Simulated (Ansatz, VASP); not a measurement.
**Cs3H in VASP and in Ansatz**

```
Cs H
1.0
     5.10328    0.00000    0.00000
     0.00000    6.25418    0.00000
     0.00000    0.00000    9.00260
Cs H
3 1
Direct
  0.00000 0.00000 0.50000
  0.50000 0.50000 0.25527
  0.50000 0.50000 0.74473
  0.00000 0.50000 0.50000
```

Alike in both runs: functional PBE; k mesh 4 × 4 × 4; occupations gaussian, width 0.1 eV; no spin polarisation.

Ansatz relaxed the structure, and its values are those at the end. VASP's run is a single point on that final structure, the one shown.

```csv
,VASP,Ansatz
version,VASP 6.6.1,Ansatz 0.2.0
potentials or method,"VASP PAW PBE potentials, release 64 (Cs_sv, H), cutoff 520 eV","scalar-relativistic, plane waves, PAW"
valence electrons in the cell,28,28
```

Ansatz gave:

| Quantity | Value |
| --- | --- |
| gap on the k mesh at the Fermi level (eV) | none |
| pressure (GPa) | 0.2 |
| rms of the force components (eV/Å) | 0.005 |

Which values does VASP return?

gap on the k mesh at the Fermi level (eV): none; pressure (GPa): 0.2; rms of the force components (eV/Å): 0.004.

A gap of «none» marks a metal or a gap that the smearing closes.

Spin-orbit coupling is off throughout.
